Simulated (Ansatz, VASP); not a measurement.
## NiN2: VASP beside Ansatz

```xyz
6
Lattice="3.3930 0.0000 0.0000 0.0000 3.3930 0.0000 0.0000 0.0000 4.3934" Properties=species:S:1:pos:R:3 pbc="T T T"
Ni    0.0000    0.0000    0.0000
Ni    1.6965    1.6965    2.1967
N     0.0000    1.6965    1.0984
N     0.0000    1.6965    3.2951
N     1.6965    0.0000    1.0983
N     1.6965    0.0000    3.2950
```

Alike in both runs: functional PBE; k mesh 6 × 6 × 4; occupations gaussian, width 0.1 eV; no spin polarisation.

Ansatz relaxed the structure, and its values are those at the end. VASP's run is a single point on that final structure, the one shown.

```csv
,VASP,Ansatz
version,VASP 6.6.1,Ansatz 0.2.0
potentials or method,"VASP PAW PBE potentials, release 64 (Ni_sv_GW, N), cutoff 700 eV","scalar-relativistic, plane waves, PAW"
valence electrons in the cell,56,56
```

Ansatz gave:

```
gap on the k mesh at the Fermi level (eV) : none
pressure (GPa)                            : 0.1
```

Q: What did VASP give for the same quantities?

A: gap on the k mesh at the Fermi level (eV): none; pressure (GPa): -1.3.

A gap of «none» marks a metal or a gap that the smearing closes. The functional is the same, so the differences come from potentials, cutoffs and numerics.
